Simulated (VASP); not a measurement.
A run of VASP 6.6.1 is set up as follows.

Contents of INCAR:

```
SYSTEM = HF
PREC = Accurate
ENCUT = 910
EDIFF = 1E-6
ISMEAR = -1
SIGMA = 0.05
LREAL = .FALSE.
LASPH = .TRUE.
NELM = 120
ALGO = Normal
ISIF = 2
LWAVE = .FALSE.
LCHARG = .TRUE.
GGA = PE
IVDW = 12
LELF = .TRUE.
LVHAR = .TRUE.
NBANDS = 36
GGA_COMPAT = .FALSE.
```

File KPOINTS:

```
regular mesh
0
G
  1 1 1
  0 0 0
```

The input POSCAR:

```
HF
1.0
    5.6836090000      0.0000000000      0.0000000000
    0.0000000000      5.6836090000      0.0000000000
    0.0000000000      0.0000000000      5.6836090000
F H
6 6
Direct
    0.5587646863      0.1799912696      0.6890516220
    0.3080437096      0.8953114122      0.3558302480
    1.0456736204      0.7041300695      0.6648416525
    0.0013019896      0.3445522027      0.3305822058
    0.1952104728      1.0006142224      0.9644576184
    0.3809551290      0.5144970388      0.9756476915
    0.5666118130      0.0330599800      0.7539399702
    0.2522340998      0.8933936166      0.1930287604
    1.1407188637      0.7860850386      0.5463781903
   -0.0847172985      0.3724218186      0.4672911173
    0.1576990958      0.8917925213      0.8422289429
    0.4995241580      0.4325948530      0.9000619149
```

Potentials or basis: VASP PAW PBE potentials, release 64 (F_h, H_h).

Launch:

```console
$ cat potpaw_PBE.64/F_h/POTCAR potpaw_PBE.64/H_h/POTCAR > POTCAR
$ mpirun -np 1 vasp_gam > vasp.out
```

Question: What does it give for the band gap on the k mesh?

Answer: 6.50 eV.

Question: What does it give for the largest force?

Answer: 1.423 eV/Å.

Forces in eV/Å, atoms in the order of the input:
```
F    0.280  1.286 -0.542
F   -0.152 -0.488  0.362
F    0.333  0.818 -0.071
F   -0.048 -0.095 -0.159
F    0.019  0.286 -0.058
F   -0.290  0.662  0.436
H    0.048 -1.108  0.542
H    0.146  0.323  0.356
H   -0.121 -0.491 -0.617
H   -0.036  0.054  0.124
H   -0.532 -0.611  0.034
H    0.352 -0.635 -0.407
```

Caveat: the k points lie up to 1.11 Å⁻¹ apart.
